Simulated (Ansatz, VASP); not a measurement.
Zn in VASP and in Ansatz

File INCAR:

```
  PREC = Accurate
  ENCUT = 520
  EDIFF = 1E-6
  ISMEAR = -1
  SIGMA = 0.03
  LREAL = F
  LASPH = T
  NELM = 60
  ALGO = Normal
  ISIF = 2
  LWAVE = F
  LCHARG = F
  GGA = PE
  NBANDS = 19
```

Contents of KPOINTS:

```
regular mesh
0
Gamma
  18 18 8
```

File POSCAR:

```
Zn
1.0
    2.6647980532      0.0000000000      0.0000000000
   -1.3323990266      2.3077828100      0.0000000000
    0.0000000000      0.0000000000      4.7982990000
Zn
2
Direct
    0.3333333333      0.6666666667      0.2500000000
    0.6666666667      0.3333333333      0.7500000000
```

Input for Ansatz:

```yaml
crystal:
  lattice:
    - [2.6647980532, 0.0, 0.0]
    - [-1.3323990266, 2.30778281, 0.0]
    - [0.0, 0.0, 4.798299]
  atoms:
    - { symbol: Zn, position: [0.3333333333, 0.6666666667, 0.25] }
    - { symbol: Zn, position: [0.6666666667, 0.3333333333, 0.75] }
kpoints:
  mp_grid: { grid: [18, 18, 8] }
  band_path:
    path:
      - [0.0, 0.0, 0.0]
      - [0.5, 0.0, 0.0]
      - [0.3333333333, 0.3333333333, 0.0]
      - [0.0, 0.0, 0.0]
      - [0.0, 0.0, 0.5]
      - [0.5, 0.0, 0.5]
      - [0.3333333333, 0.3333333333, 0.5]
      - [0.0, 0.0, 0.5]
      - [0.5, 0.0, 0.5]
    npoints: 5
scf:
  occupations: { method: fermi_dirac, width: 0.03 }
hamiltonian:
  xc: pbe
  pseudopotentials: { kind: all_electron, lapw: { basis_error: 0.00025 } }
output:
  forces: true
  stress: true
  eigenvalues: true
```

Change from the starting cell: zz strain of -3 %.

Alike in both runs: task single point; functional PBE; k mesh 18 × 18 × 8; occupations fermi-dirac, width 0.03 eV; no spin polarisation.

```csv
,VASP,Ansatz
version,VASP 6.6.1,Ansatz 0.2.0
potentials or method,"VASP PAW PBE potentials, release 64 (Zn), cutoff 520 eV","all-electron LAPW, scalar-relativistic"
```

VASP gave:

| Item | Value |
| --- | --- |
| pressure (GPa) | 1.9 |
| traceless stress, the component that is largest in VASP (GPa) | 1.45 |

Estimate Ansatz's values.

pressure (GPa): 1.6; traceless stress, the component that is largest in VASP (GPa): 1.55.

Ansatz ran all-electron here, and VASP with PAW potentials.
